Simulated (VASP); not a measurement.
# Rb (Fmmm) in VASP: a series of runs

Runs on Rb. Level: LDA. Tasks: single point.

Everything below comes from runs of VASP 6.6.1. Logs are shortened: lines on timing, memory, paths and dates and some standing lists are left out, and cuts for length are marked.

### 1 The cell of the first run

It takes space group Fmmm (No. 69, orthorhombic). Conventional cell: a = 5.388 Å, b = 6.686 Å, c = 7.753 Å, α = 90.00°, β = 90.00°, γ = 90.00°. Within 5.6 Å of Rb (site symmetry mmm) lie 14 Rb at 4.29 to 5.39 Å.

### 2 Single point, LDA

File INCAR:

```
SYSTEM = Rb
  PREC = Accurate
  ENCUT = 520
  EDIFF = 1E-6
  ISMEAR = 0
  SIGMA = 0.15
  LREAL = .FALSE.
  LASPH = .TRUE.
  NELM = 60
  ALGO = Fast
  ISIF = 2
  LWAVE = .FALSE.
  LCHARG = .FALSE.
  GGA = CA
  NBANDS = 10
```

File KPOINTS:

```
Automatic mesh
0
G
  12 12 12
  0 0 0
```

File POSCAR:

```
Rb
1.0
   -2.7411923921      2.7411923921      2.6940465770
    2.7411923921     -2.7411923921      2.6940465770
    2.3640258713      2.3640258713     -2.6940465770
Rb
1
Direct
    0.0000000000      0.0000000000      0.0000000000
```

Potentials or basis: VASP PAW LDA potentials, release 64 (Rb_sv).

Command:

```console
$ cat potpaw_LDA.64/Rb_sv/POTCAR > POTCAR
$ mpirun -np 1 vasp_std > vasp.out
```

OUTCAR:

```text
SYSTEM = Rb
   PREC = Accurate
   ENCUT = 520
   EDIFF = 1E-6
   ISMEAR = 0
   LREAL = .FALSE.
   LASPH = .TRUE.
   NELM = 60
   ISIF = 2
   GGA = CA

 ion  position               nearest neighbor table
   1  0.000  0.000  0.000-

  LATTYP: Found a face centered orthorhombic cell.
 ALAT       =     5.3880931540
 B/A-ratio  =     1.2409724010
 C/A-ratio  =     1.4389622997

  Lattice vectors:

 A1 = (  -0.3771665208,   5.1052182634,   0.0000000000)
 A2 = (  -2.7411923921,   2.7411923921,   2.6940465770)
 A3 = (   2.3640258713,   2.3640258713,   2.6940465770)

Analysis of symmetry for initial positions (statically):
=====================================================================
 Subroutine PRICEL returns:
 Original cell was already a primitive cell.

 Routine SETGRP: Setting up the symmetry group for a
 face centered orthorhombic supercell.

 Subroutine GETGRP returns: Found  8 space group operations
 (whereof  8 operations were pure point group operations)
 out of a pool of  8 trial point group operations.

The static configuration has the point symmetry D_2h.

Analysis of symmetry for dynamics (positions and initial velocities):
=====================================================================
 Subroutine PRICEL returns:
 Original cell was already a primitive cell.

 Routine SETGRP: Setting up the symmetry group for a
 face centered orthorhombic supercell.

 Subroutine GETGRP returns: Found  8 space group operations
 (whereof  8 operations were pure point group operations)
 out of a pool of  8 trial point group operations.

The dynamic configuration has the point symmetry D_2h.

 Subroutine INISYM returns: Found  8 space group operations
 (whereof  8 operations are pure point group operations),
 and found     1 'primitive' translations

----------------------------------------------------------------------------------------

                                     Primitive cell

  volume of cell :      69.8324

  direct lattice vectors                    reciprocal lattice vectors
    -2.741192392  2.741192392  2.694046577     0.014550617  0.196952991  0.185594416
     2.741192392 -2.741192392  2.694046577     0.196952991  0.014550617  0.185594416
     2.364025871  2.364025871 -2.694046577     0.211503607  0.211503607  0.000000000

  length of vectors
     4.720821795  4.720821795  4.293614282     0.271011970  0.271011970  0.299111270

  position of ions in fractional coordinates (direct lattice)
     0.000000000  0.000000000  0.000000000

  ion indices of the primitive-cell ions
   primitive index   ion index
                 1           1

----------------------------------------------------------------------------------------

 KPOINTS: Automatic mesh

Automatic generation of k-mesh.
 Grid dimensions read from file:
 generate k-points for:   12   12   12

 Generating k-lattice:

  Cartesian coordinates                     Fractional coordinates (reciprocal lattice)
     0.001212551  0.016412749  0.015466201     0.083333333  0.000000000  0.000000000
     0.016412749  0.001212551  0.015466201     0.000000000  0.083333333  0.000000000
     0.017625301  0.017625301  0.000000000     0.000000000  0.000000000  0.083333333

  Length of vectors
     0.022584331  0.022584331  0.024925939

  Shift w.r.t. Gamma in fractional coordinates (k-lattice)
     0.000000000  0.000000000  0.000000000

 Subroutine IBZKPT returns following result:
 ===========================================

 Found    280 irreducible k-points:

 Following reciprocal coordinates:
            Coordinates               Weight
  0.000000  0.000000  0.000000      1.000000
  0.083333  0.000000 -0.000000      8.000000
  0.166667 -0.000000  0.000000      8.000000
  0.250000 -0.000000 -0.000000      8.000000
  0.333333 -0.000000  0.000000      8.000000
  0.416667 -0.000000  0.000000      8.000000
[... 16 lines left out ...]
  0.500000  0.166667  0.000000      8.000000
 -0.416667  0.166667  0.000000      8.000000
 [... further k-points ...]
   k-points           NKPTS =    280   k-points in BZ     NKDIM =    280   number of bands    NBANDS=     10
   number of dos      NEDOS =    301   number of ions     NIONS =      1
   total plane-waves  NPLWV =  41472
   dimension x,y,z NGX =    36 NGY =   36 NGZ =   32
   dimension x,y,z NGXF=    72 NGYF=   72 NGZF=   64
   ions per type =               1
   NGX,Y,Z   is equivalent  to a cutoff of  12.68, 12.68, 12.39 a.u.
   NGXF,Y,Z  is equivalent  to a cutoff of  25.36, 25.36, 24.78 a.u.
 SYSTEM =  Rb
   PREC   = accura    normal or accurate (medium, high low for compatibility)
   ISTART =      0    job   : 0-new  1-cont  2-samecut
   ICHARG =      2    charge: 1-file 2-atom 10-const
   ISPIN  =      1    spin polarized calculation?
   LNONCOLLINEAR =      F non collinear calculations
   LSORBIT =      F    spin-orbit coupling
   LASPH  =      T    aspherical Exc in radial PAW
   ENCUT  =  520.0 eV  38.22 Ry    6.18 a.u.   8.78  8.78  7.98*2*pi/ulx,y,z
   NELM   =     60;   NELMIN=  2; NELMDL= -5     # of ELM steps
   EDIFF  = 0.1E-05   stopping-criterion for ELM
   LREAL  =      F    real-space projection
   EDIFFG = 0.1E-04   stopping-criterion for IOM
   NSW    =      0    number of steps for IOM
   IBRION =     -1    ionic relax: 0-MD 1-quasi-New 2-CG
   NFREE  =      0    steps in history (QN), initial steepest desc. (CG)
   ISIF   =      2    stress and relaxation
   ISYM   =      2    0-nonsym 1-usesym 2-fastsym
   POTIM  = 0.5000    time-step for ionic-motion
   TEBEG  =    0.0;   TEEND  =   0.0 temperature during run
   PSTRESS=    0.0 pullay stress
   NELECT =       9.0000    total number of electrons
   NUPDOWN=      -1.0000    fix difference up-down
   EMIN   =  10.00;   EMAX   =-10.00  energy-range for DOS
   EFERMI =   0.00;   METHOD = LEGACY
   ISMEAR =     0;   SIGMA  =   0.15  broadening in eV -4-tet -1-fermi 0-gaus
   EFERMI_NEDOS =   21; number of points for ismear=-14 and -15
   IALGO  =     68    algorithm
   IMIX   =      4    mixing-type and parameters
     AMIX     =   0.40;   BMIX     =  1.00
     AMIX_MAG =   1.60;   BMIX_MAG =  1.00
  volume/ion in A,a.u.               =      69.83       471.25
  Fermi-wavevector in a.u.,A,eV,Ry     =   0.826932  1.562676  9.303900  0.683817
  Thomas-Fermi vector in A             =   1.939050
   LORBIT       =      0    0 simple, 1 ext, 2 COOP (PROOUT), +10 PAW based schemes
   GGA     = CA    functional components
   LHFCALC =     F    Hartree Fock is set to
   AEXX    =    0.0000 exact exchange contribution
   IVDW    =     0    specifies the selected vdW correction
   LEPSILON=     F    determine dielectric tensor
   LRPA    =     F    only Hartree local field effects (RPA)
 non-spin polarized calculation
 RMM-DIIS sequential band-by-band and
 Gauss-broadening in eV      SIGMA  =   0.15
  energy-cutoff  :      520.00
  volume of cell :       69.83
 maximum number of plane-waves:      1903
   NGX = 17   NGY = 17   NGZ = 15

 number of electron       9.0000000 magnetization

 Free energy of the ion-electron system (eV)
  ---------------------------------------------------
  ext. energy  EPLUGINS =         0.00000000
  ---------------------------------------------------
  free energy    TOTEN  =        -1.04235903 eV

  energy without entropy =       -1.03239621  energy(sigma->0) =       -1.03737762

 E-fermi :   0.4583     XC(G=0):  -6.3959

 val. band max:        0.4541283957   @ k =  -0.1667  -0.4167   0.1667
 cond. band min:       0.4713093012   @ k =   0.5000  -0.0000   0.0833
 fundamental gap:      0.0171809055
 Fermi energy:         0.4582838961

 k-point     1 :       0.0000    0.0000    0.0000
  band No.  band energies     occupation
      1     -28.2611      2.00000
      2     -12.3338      2.00000
      3     -12.3044      2.00000
      4     -12.2894      2.00000
      5      -1.9066      2.00000
      6       3.7631      0.00000
      7       4.0801      0.00000
      8       4.5805      0.00000
      9       5.2631      0.00000
     10       6.1172      0.00000

 k-point     2 :       0.0833    0.0000   -0.0000
  band No.  band energies     occupation
      1     -28.2600      2.00000
      2     -12.3387      2.00000
      3     -12.3169      2.00000
      4     -12.2946      2.00000
      5      -1.8009      2.00000
      6       3.7470      0.00000
      7       4.0459      0.00000
      8       4.4844      0.00000
      9       5.1303      0.00000
     10       5.9785      0.00000

 k-point     3 :       0.1667   -0.0000    0.0000
  band No.  band energies     occupation
      1     -28.2569      2.00000
      2     -12.3745      2.00000
      3     -12.3405      2.00000
      4     -12.2968      2.00000
      5      -1.4946      2.00000
      6       3.5494      0.00000
      7       3.7365      0.00000
      8       4.5540      0.00000
      9       5.1141      0.00000
     10       5.7736      0.00000

 k-point     4 :       0.2500   -0.0000   -0.0000
  band No.  band energies     occupation
      1     -28.2527      2.00000
      2     -12.4425      2.00000
      3     -12.3548      2.00000
      4     -12.2967      2.00000
      5      -1.0194      2.00000
      6       2.9657      0.00000
      7       3.4849      0.00000
      8       4.9326      0.00000
      9       5.2279      0.00000
     10       5.7452      0.00000
[... 222 lines left out ...]
 k-point    22 :       0.4167    0.1667    0.0000
  band No.  band energies     occupation
      1     -28.2442      2.00000
      2     -12.5559      2.00000
      3     -12.4041      2.00000
      4     -12.3013      2.00000
      5       0.8454      0.00026
      6       1.5409      0.00000
      7       2.5727      0.00000
      8       5.0443      0.00000
      9       6.0454      0.00000
     10       6.4293      0.00000

 k-point    23 :       0.5000    0.1667    0.0000
  band No.  band energies     occupation
      1     -28.2461      2.00000
      2     -12.5211      2.00000
      3     -12.4075      2.00000
      4     -12.3042      2.00000
      5       0.3782      1.54967
      6       1.9378      0.00000
      7       2.6233      0.00000
      8       5.1694      0.00000
      9       5.9914      0.00000
     10       6.3190      0.00000

 k-point    24 :      -0.4167    0.1667    0.0000
  band No.  band energies     occupation
      1     -28.2495      2.00000
      2     -12.4738      2.00000
      3     -12.3945      2.00000
      4     -12.3063      2.00000
      5      -0.2424      2.00000
      6       2.3322      0.00000
      7       2.8292      0.00000
      8       5.3030      0.00000
      9       5.7409      0.00000
     10       6.1907      0.00000

 [... further k-points ...]

------------------------ aborting loop because EDIFF is reached ----------------------------------------

  FORCE on cell =-STRESS in cart. coord.  units (eV):
  Direction    XX          YY          ZZ          XY          YZ          ZX
  --------------------------------------------------------------------------------------
  -------------------------------------------------------------------------------------
  Total        0.1984186      0.1984186      0.2382367      0.1565769     -0.0000000     -0.0000000
  in kB        4.5523543      4.5523543      5.4659100      3.5923735     -0.0000000     -0.0000000
  external PRESSURE =       4.8568729 kB  Pullay stress =       0.0000000 kB

 VOLUME and BASIS-vectors are now :
 -----------------------------------------------------------------------------
  energy-cutoff  :      520.00
  volume of cell :       69.83
      direct lattice vectors                 reciprocal lattice vectors
    -2.741192392  2.741192392  2.694046577     0.014550617  0.196952991  0.185594416
     2.741192392 -2.741192392  2.694046577     0.196952991  0.014550617  0.185594416
     2.364025871  2.364025871 -2.694046577     0.211503607  0.211503607  0.000000000

 POSITION                                       TOTAL-FORCE (eV/Angst)
 -----------------------------------------------------------------------------------
      0.00000      0.00000      0.00000         0.000000      0.000000     -0.000000
 -----------------------------------------------------------------------------------
    total drift:                                0.000000     -0.000000     -0.000000

  FREE ENERGIE OF THE ION-ELECTRON SYSTEM (eV)
  ---------------------------------------------------
  free  energy   TOTEN  =        -1.0423590349 eV

  energy  without entropy=       -1.0323962134  energy(sigma->0) =       -1.03737762
```

It took 2.3 min on 1 thread of Oxide Virtual Turin-like, shared host; peak memory 0.26 GiB.

Results:

* Free energy: -1.0424 eV
* Pressure: 0.5 GPa
* Band gap on the k mesh: zero (an odd number of electrons rules out a gap without spin polarisation)

### 3 Single point, LDA

This run uses another cell than the first one, of 70.12 Å³/atom.

File INCAR:

```
SYSTEM = Rb
ALGO = Fast ; EDIFF = 1E-6
ENCUT = 520 ; GGA = CA
ISIF = 2 ; ISMEAR = 0
LASPH = .True. ; LCHARG = .False.
LREAL = .False. ; LWAVE = .False.
NBANDS = 10 ; NELM = 80
PREC = Accurate ; SIGMA = 0.15
```

File KPOINTS:

```
k-points
0
Gamma
  12 12 12
  0 0 0
```

File POSCAR:

```
Rb
1.0
   -2.6469007619      2.6469007619      2.6940465770
    2.6469007619     -2.6469007619      2.6940465770
    2.4583175015      2.4583175015     -2.6940465770
Rb
1
Direct
    0.0000000000      0.0000000000      0.0000000000
```

Potentials or basis: VASP PAW LDA potentials, release 64 (Rb_sv).

Command:

```console
$ cat potpaw_LDA.64/Rb_sv/POTCAR > POTCAR
$ mpirun -np 1 vasp_std > vasp.out
```

OUTCAR:

```text
SYSTEM = Rb
   EDIFF = 1E-6
   ENCUT = 520
   GGA = CA
   ISIF = 2
   ISMEAR = 0
   LASPH = .True.
   LREAL = .False.
   NELM = 80
   PREC = Accurate

 ion  position               nearest neighbor table
   1  0.000  0.000  0.000-

  LATTYP: Found a face centered orthorhombic cell.
 ALAT       =     5.3880931540
 B/A-ratio  =     1.2904698757
 C/A-ratio  =     1.3894648250

  Lattice vectors:

 A1 = (  -0.1885832604,   5.1052182634,   0.0000000000)
[... 492 lines left out ...]
      8       5.1214      0.00000
      9       5.7394      0.00000
     10       6.1187      0.00000

 [... further k-points ...]

------------------------ aborting loop because EDIFF is reached ----------------------------------------

  FORCE on cell =-STRESS in cart. coord.  units (eV):
  Direction    XX          YY          ZZ          XY          YZ          ZX
  --------------------------------------------------------------------------------------
  -------------------------------------------------------------------------------------
  Total        0.1948806      0.1948806      0.2019306      0.0735639      0.0000000      0.0000000
  in kB        4.4528552      4.4528552      4.6139407      1.6808708      0.0000000      0.0000000
  external PRESSURE =       4.5065504 kB  Pullay stress =       0.0000000 kB

 VOLUME and BASIS-vectors are now :
 -----------------------------------------------------------------------------
  energy-cutoff  :      520.00
  volume of cell :       70.12
      direct lattice vectors                 reciprocal lattice vectors
    -2.646900762  2.646900762  2.694046577     0.007245486  0.196145654  0.185594416
     2.646900762 -2.646900762  2.694046577     0.196145654  0.007245486  0.185594416
     2.458317501  2.458317501 -2.694046577     0.203391140  0.203391140  0.000000000

 POSITION                                       TOTAL-FORCE (eV/Angst)
 -----------------------------------------------------------------------------------
      0.00000      0.00000      0.00000        -0.000000      0.000000      0.000000
 -----------------------------------------------------------------------------------
    total drift:                               -0.000000     -0.000000      0.000000

  FREE ENERGIE OF THE ION-ELECTRON SYSTEM (eV)
  ---------------------------------------------------
  free  energy   TOTEN  =        -1.0516016534 eV

  energy  without entropy=       -1.0404752281  energy(sigma->0) =       -1.04603844
```

Run time: 4 min. Hardware: 1 thread of Oxide Virtual Turin-like, shared host; peak memory 0.27 GiB.

Results:

```yaml
Free_energy: -1.0516 eV
Pressure: 0.5 GPa
Band_gap_on_the_k_mesh: zero (an odd number of electrons rules out a gap without spin polarisation)
```

### 4 Single point, LDA

This run uses another cell than the first one, of 70.00 Å³/atom.

File INCAR:

```
SYSTEM = Rb
PREC = Accurate
ENCUT = 520
EDIFF = 1E-6
ISMEAR = 0
SIGMA = 0.15
LREAL = .FALSE.
LASPH = .TRUE.
NELM = 100
ALGO = Fast
ISIF = 2
LWAVE = .FALSE.
LCHARG = .FALSE.
GGA = CA
NBANDS = 10
```

File KPOINTS:

```
Automatic mesh
0
G
  12 12 12
  0 0 0
```

File POSCAR:

```
Rb
1.0
   -2.6940465770      2.6940465770      2.6940465770
    2.6940465770     -2.6940465770      2.6940465770
    2.4111716864      2.4111716864     -2.6940465770
Rb
1
Direct
    0.0000000000      0.0000000000      0.0000000000
```

Command:

```console
$ cat potpaw_LDA.64/Rb_sv/POTCAR > POTCAR
$ mpirun -np 1 vasp_std > vasp.out
```

It took 2.9 min on 1 thread of Oxide Virtual Turin-like, shared host; peak memory 0.27 GiB.

Results (log left out):

```
Free energy            : -1.0478 eV
Pressure               : 0.5 GPa
Band gap on the k mesh : zero (an odd number of electrons rules out a gap without spin polarisation)
```

Stress tensor (GPa, compression positive):
```
0.45 0.26 0.00
0.26 0.45 0.00
0.00 0.00 0.49
```

Levels at points of the mesh, in eV from the Fermi level:
```tsv
k point	band 2	band 3	band 4	band 5	band 6	band 7
(0.00, 0.00, 0.00)	-12.77	-12.75	-12.74	-2.36	3.40	3.77
(0.50, 0.00, 0.00)	-13.01	-12.83	-12.75	0.09	1.05	2.61
(0.50, 0.50, 0.00)	-12.97	-12.80	-12.75	-0.03	0.88	2.33
(0.00, 0.00, 0.50)	-13.02	-12.88	-12.77	0.33	1.56	2.28
(0.50, 0.50, 0.50)	-12.96	-12.95	-12.87	0.93	1.16	3.61
```

(Continued in part 2 of 2.)
